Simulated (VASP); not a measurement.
A run of VASP 6.6.1 is set up as follows.

POSCAR

```
AlN
1.0
    3.0923339994      0.0000000000      0.0000000000
   -1.5461669997      2.6780398005      0.0000000000
    0.0000000000      0.0000000000      4.9810000000
Al N
2 2
Direct
    0.3333333333      0.6666666667      0.0006344546
    0.6666666667      0.3333333333      0.5006344546
    0.3333333333      0.6666666667      0.3813655454
    0.6666666667      0.3333333333      0.8813655454
```

Contents of INCAR.step1:

```
PREC = Accurate ; ENCUT = 520
ISMEAR = 0 ; SIGMA = 0.03
LREAL = F ; LASPH = T
NELM = 80 ; NBANDS = 16
GGA = PE ; ALGO = Normal
EDIFF = 1E-4 ; LWAVE = T
LCHARG = F
```

Contents of INCAR.step2:

```
PREC = Accurate ; ENCUT = 520
EDIFF = 1E-6 ; ISMEAR = 0
SIGMA = 0.03 ; LREAL = F
LASPH = T ; NELM = 80
ALGO = Normal ; ISIF = 2
LWAVE = F ; LCHARG = F
METAGGA = R2SCAN ; LMIXTAU = T
NBANDS = 16 ; ISTART = 1
```

The input KPOINTS:

```
regular mesh
0
Gamma
  8 8 5
```

Potentials or basis: VASP PAW PBE potentials, release 64 (Al, N).

Run with:

```bash
$ cat potpaw_PBE.64/Al/POTCAR potpaw_PBE.64/N/POTCAR > POTCAR
$ cp INCAR.step1 INCAR
$ mpirun -np 1 vasp_std > vasp.out
$ cp INCAR.step2 INCAR
$ mpirun -np 1 vasp_std > vasp.out
```

Predict the band gap on the k mesh.

5.03 eV, direct.

What does it give for the pressure?

1.6 GPa.

Stress tensor (GPa, compression positive):
```
2.14 0.00 0.00
0.00 2.14 0.00
0.00 0.00 0.41
```

Caveat: the PAW data sets were made with another functional, which shifts forces and pressure a little. r2SCAN opens gaps a little over a GGA but as a rule still falls short of measured ones.
